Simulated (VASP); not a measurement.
Here is a VASP 6.6.1 calculation.

File INCAR:

```
PREC = Accurate
ENCUT = 520
EDIFF = 1E-6
ISMEAR = 0
SIGMA = 0.15
LREAL = False
LASPH = True
NELM = 100
ALGO = Fast
ISIF = 2
LWAVE = False
LCHARG = False
GGA = PE
NBANDS = 14
```

KPOINTS

```
Automatic mesh
0
Gamma
  21 21 12
```

The input POSCAR:

```
TiAl
1.0
    3.0268746698      0.0000000000      0.0000000000
   -1.5134373349      2.6213503582      0.0000000000
    0.0000000000      0.0000000000      4.1977239328
Ti Al
1 1
Direct
    0.0000000000      0.0000000000      0.0000000000
    0.3333333333      0.6666666667      0.5000000000
```

Potentials or basis: VASP PAW PBE potentials, release 64 (Ti_sv, Al).

The run is started by

```console
$ cat potpaw_PBE.64/Ti_sv/POTCAR potpaw_PBE.64/Al/POTCAR > POTCAR
$ mpirun -np 1 vasp_std > vasp.out
```

Question: What does it give for the band gap on the k mesh?

Answer: Zero (an odd number of electrons rules out a gap without spin polarisation).

Question: Predict the pressure.

Answer: 3.3 GPa.

Stress tensor (GPa, compression positive):
```
-2.60  0.00  0.00
 0.00 -2.60  0.00
 0.00  0.00 15.15
```

Caveat: the cell stands under pressure.
